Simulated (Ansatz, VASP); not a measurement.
# Si5F in VASP and in Ansatz

```
Si F
1.0
     5.07731    0.00000    0.00000
    -2.53866    4.39708    0.00000
     0.00000    0.00000    4.85188
Si F
5 1
Direct
  0.33333 0.66667 0.73779
  0.33333 0.66667 0.26221
  0.66667 0.33333 0.26221
  0.66667 0.33333 0.73779
  0.00000 0.00000 0.00000
  0.00000 0.00000 0.50000
```

Alike in both runs: task relaxation of cell and atoms; functional PBE; k mesh 6 × 6 × 4; occupations gaussian, width 0.1 eV; no spin polarisation.

|  | VASP | Ansatz |
| --- | --- | --- |
| version | VASP 6.6.1 | Ansatz 0.2.0 |
| potentials or method | VASP PAW PBE potentials, release 64 (Si, F), cutoff 600 eV | scalar-relativistic, plane waves, PAW |
| valence electrons in the cell | 27 | 27 |

```csv
,VASP,Ansatz,Ansatz less VASP
"gap on the k mesh at the Fermi level, each at its own relaxed structure (eV)",none,none,-
relaxed volume (Å³/atom),13.98,14.02,+0.042
relaxed length of the cell vector where the two differ most in proportion (Å),4.343,4.349,+0.0065
```

A gap of «none» marks a metal or a gap that the smearing closes.

Noted on VASP's run: the volume moved by over 15 % at a fixed basis, so the end points are rough.
